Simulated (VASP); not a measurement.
# Zn3SeS2 (P3m1) in VASP: a series of runs, part 2 of 2

VASP 6.6.1. Earlier steps stand in the parts before.

## 6. Relaxation of cell and atoms, PBE

This run uses another cell than the first one, of 21.26 Å³/atom.

Contents of INCAR:

```
SYSTEM = Zn3SeS2
PREC = Accurate ; ENCUT = 600
EDIFF = 1E-7 ; ISMEAR = 0
SIGMA = 0.02 ; LREAL = .FALSE.
LASPH = .TRUE. ; NELM = 100
ALGO = Normal ; ISIF = 3
LWAVE = .FALSE. ; LCHARG = .FALSE.
GGA = PE ; IBRION = 2
NSW = 100 ; EDIFFG = -0.01
```

Contents of KPOINTS:

```
regular mesh
0
G
  12 12 4
  0 0 0
```

Contents of POSCAR:

```
Zn3SeS2
1.0
    3.9172799000      0.0000000000      0.0000000000
   -1.9586399000      3.3924639000      0.0000000000
    0.0000000000      0.0000000000      9.5996207000
Zn Se S
3 1 2
Direct
    0.0000000000      0.0000000000      0.0095910000
    0.6666667000      0.3333333000      0.3334870000
    0.3333333000      0.6666667000      0.6565060000
    0.0000000000      0.0000000000      0.7514400000
    0.6666667000      0.3333333000      0.0874180000
    0.3333333000      0.6666667000      0.4115570000
```

Potentials or basis: VASP PAW PBE potentials, release 64 (Zn, Se, S).

Launch:

```
$ cat potpaw_PBE.64/Zn/POTCAR potpaw_PBE.64/Se/POTCAR potpaw_PBE.64/S/POTCAR > POTCAR
$ mpirun -np 1 vasp_std > vasp.out
```

It took 11 min on 1 thread of Oxide Virtual Turin-like, shared host; peak memory 0.45 GiB.

It converged, with:

| Property | Result |
| --- | --- |
| Free energy | -19.6700 eV |
| Relaxed volume | 21.33 Å³/atom |
| Relaxed cell | a = 3.921 Å, b = 3.921 Å, c = 9.611 Å, α = 90.00°, β = 90.00°, γ = 120.00° |
| Space group after relaxing (to 0.1 Å) | P3m1 (No. 156) |
| Energy gained by relaxing | 0.0 meV/atom |
| Ionic steps | 2 |
| Pressure after relaxing | 0.0 GPa |
| Largest force after relaxing | 0.006 eV/Å |
| Band gap on the k mesh | 1.42 eV |

Forces on the atoms (eV/Å):
```
Zn   0.000  0.000  0.005
Zn   0.000  0.000 -0.006
Zn   0.000  0.000 -0.004
Se   0.000  0.000  0.001
S    0.000  0.000  0.004
S    0.000  0.000  0.001
```

Step by step:
```
step  energy change (eV)  largest force (eV/Å)  pressure (GPa)  volume (Å³)
   1              0.0000                0.0106            0.16       127.57
   2             -0.0001                0.0060           -0.04       127.97
```

Final structure:
```xyz
6
Lattice="3.9210 0.0000 0.0000 -1.9605 3.3957 0.0000 0.0000 0.0000 9.6112" Properties=species:S:1:pos:R:3 pbc="T T T"
Zn   -1.9605    3.3957    0.0927
Zn    1.9605    1.1319    3.2050
Zn    0.0000    2.2638    6.3094
Se   -1.9605    3.3957    7.2224
S     1.9605    1.1319    0.8402
S     0.0000    2.2638    3.9556
```

Levels at points of the mesh, in eV from the valence-band top:
```tsv
k point	band 25	band 26	band 27	band 28	band 29	band 30
(0.00, 0.00, 0.00)	-0.28	0.00	0.00	1.42	2.68	3.10
(0.50, 0.00, 0.00)	-1.90	-1.65	-1.12	3.05	3.56	3.67
(0.00, 0.00, 0.50)	-0.74	-0.06	-0.06	2.49	2.52	3.00
(0.50, 0.00, 0.50)	-1.94	-1.07	-0.95	2.73	3.45	3.74
```

## 7. Relaxation of shape and atoms at fixed volume, PBE (22.54 Å³/atom)

This run uses another cell than the first one, of 22.54 Å³/atom.

Contents of INCAR:

```
ALGO = Normal
EDIFF = 1E-6
EDIFFG = -0.01
ENCUT = 600
GGA = PE
IBRION = 2
ISIF = 4
ISMEAR = 0
LASPH = True
LCHARG = False
LREAL = False
LWAVE = False
NELM = 60
NSW = 50
PREC = Accurate
SIGMA = 0.02
```

Contents of KPOINTS:

```
k-points
0
Gamma
  12 12 4
```

Contents of POSCAR:

```
Zn3SeS2
1.0
    3.9935587469     -0.0000000295      0.0000000000
   -1.9967793479      3.4585233410      0.0000000000
    0.0000000000      0.0000000000      9.7905928684
Zn Se S
3 1 2
Direct
    0.0000000000      0.0000000000      0.0094719337
    0.6666666667      0.3333333333      0.3334225163
    0.3333333333      0.6666666667      0.6566284842
    0.0000000000      0.0000000000      0.7511751868
    0.6666666667      0.3333333333      0.0875112541
    0.3333333333      0.6666666667      0.4117896250
```

Launch:

```
$ cat potpaw_PBE.64/Zn/POTCAR potpaw_PBE.64/Se/POTCAR potpaw_PBE.64/S/POTCAR > POTCAR
$ mpirun -np 1 vasp_std > vasp.out
```

Wall time 15 min (1 thread of Oxide Virtual Turin-like, shared host); peak memory 0.48 GiB.

It converged, with:

```yaml
Free_energy: -19.5947 eV
Energy_gained_by_relaxing: 0.0 meV/atom
Ionic_steps: 3
Pressure_after_relaxing: -3.2 GPa
Band_gap_on_the_k_mesh: 1.21 eV
```

Forces in eV/Å, atoms in the order of the input:
```
Zn   0.000  0.000 -0.003
Zn   0.000  0.000  0.002
Zn   0.000  0.000  0.002
Se   0.000  0.000 -0.002
S    0.000  0.000 -0.002
S    0.000  0.000  0.003
```

Final structure:
```
CELL_PARAMETERS angstrom
3.99414 0.00000 0.00000
-1.99707 3.45903 0.00000
0.00000 0.00000 9.78774
ATOMIC_POSITIONS crystal
Zn 0.00000 0.00000 0.00949
Zn 0.66667 0.33333 0.33322
Zn 0.33333 0.66667 0.65675
Se 0.00000 0.00000 0.75094
S 0.66667 0.33333 0.08770
S 0.33333 0.66667 0.41191
```

Levels at points of the mesh, in eV from the valence-band top:
| k point | band 24 | band 25 | band 26 | band 27 | band 28 | band 29 | band 30 | band 31 |
| --- | --- | --- | --- | --- | --- | --- | --- | --- |
| (0.00, 0.00, 0.00) | -0.79 | -0.27 | 0.00 | 0.00 | 1.21 | 2.58 | 2.95 | 5.98 |
| (0.50, 0.00, 0.00) | -1.97 | -1.75 | -1.51 | -1.03 | 3.18 | 3.50 | 3.58 | 3.77 |
| (0.00, 0.00, 0.50) | -0.69 | -0.69 | -0.05 | -0.05 | 2.29 | 2.38 | 2.83 | 5.71 |
| (0.50, 0.00, 0.50) | -2.11 | -1.78 | -0.98 | -0.87 | 2.63 | 3.51 | 3.78 | 4.47 |

A k mesh can miss the band edges.

## 8. Overview

```csv
task,cell,cutoff (eV),gap on the mesh (eV),pressure (GPa),largest force (eV/Å)
single point,"a = 3.752, b = 3.752, c = 9.208 Å, angles 90.0, 90.0, 120.0°, 6 atoms, atomic positions A",520,1.93,11.2,0.01
single point,"a = 3.795, b = 3.795, c = 9.310 Å, angles 90.0, 90.0, 120.0°, 6 atoms, atomic positions A",520,1.80,7.8,0.01
single point,"a = 3.836, b = 3.836, c = 9.410 Å, angles 90.0, 90.0, 120.0°, 6 atoms, atomic positions B",520,1.67,4.8,0.01
relaxation of shape and atoms at fixed volume,"relaxed from a = 3.837, b = 3.837, c = 9.407 Å, angles 90.0, 90.0, 120.0°, 6 atoms, atomic positions B",600,1.67,4.8,0.01
relaxation of cell and atoms,"relaxed from a = 3.917, b = 3.917, c = 9.600 Å, angles 90.0, 90.0, 120.0°, 6 atoms, atomic positions C",600,1.42,0.0,0.01
relaxation of shape and atoms at fixed volume,"relaxed from a = 3.994, b = 3.994, c = 9.791 Å, angles 90.0, 90.0, 120.0°, 6 atoms, atomic positions C",600,1.21,-3.2,-
```

Alike in all rows: level PBE; potentials or basis VASP PAW PBE potentials, release 64 (Zn, Se, S); no spin polarisation; k mesh 12 × 12 × 4; smearing gaussian 0.02 eV.

Caveats: the cell stands under pressure (at least some runs).

Total energies depend on the potentials used, so only differences within one code and one set of settings carry meaning.
